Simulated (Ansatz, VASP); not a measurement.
## Ta4O in VASP and in Ansatz

```
Ta O
1.0
     4.39430    0.00000    0.00000
     0.00000    4.39430    0.00000
     0.00000    0.00000    4.39430
Ta O
4 1
Direct
  0.26379 0.73621 0.73621
  0.73621 0.26379 0.73621
  0.73621 0.73621 0.26379
  0.26379 0.26379 0.26379
  0.00000 0.00000 0.00000
```

Change from the starting cell: species swapped into the SnI4 type (P-43m, No. 215).

Alike in both runs: functional PBE; k mesh 8 × 8 × 8; occupations gaussian, width 0.1 eV; no spin polarisation.

Ansatz relaxed the structure, and its values are those at the end. VASP's run is a single point on that final structure, the one shown.

```csv
,VASP,Ansatz
version,VASP 6.6.1,Ansatz 0.2.0
potentials or method,"VASP PAW PBE potentials, release 64 (Ta_sv_GW, O), cutoff 600 eV","scalar-relativistic, plane waves, PAW"
valence electrons in the cell,58,58
```

VASP gave:

* gap on the k mesh at the Fermi level (eV): none
* pressure (GPa): -0.3
* rms of the force components (eV/Å): 0.019

What did Ansatz give for the same quantities?

gap on the k mesh at the Fermi level (eV): none; pressure (GPa): 0.0; rms of the force components (eV/Å): 0.006.

A gap of «none» marks a metal or a gap that the smearing closes.

Neither program's run includes spin-orbit coupling.
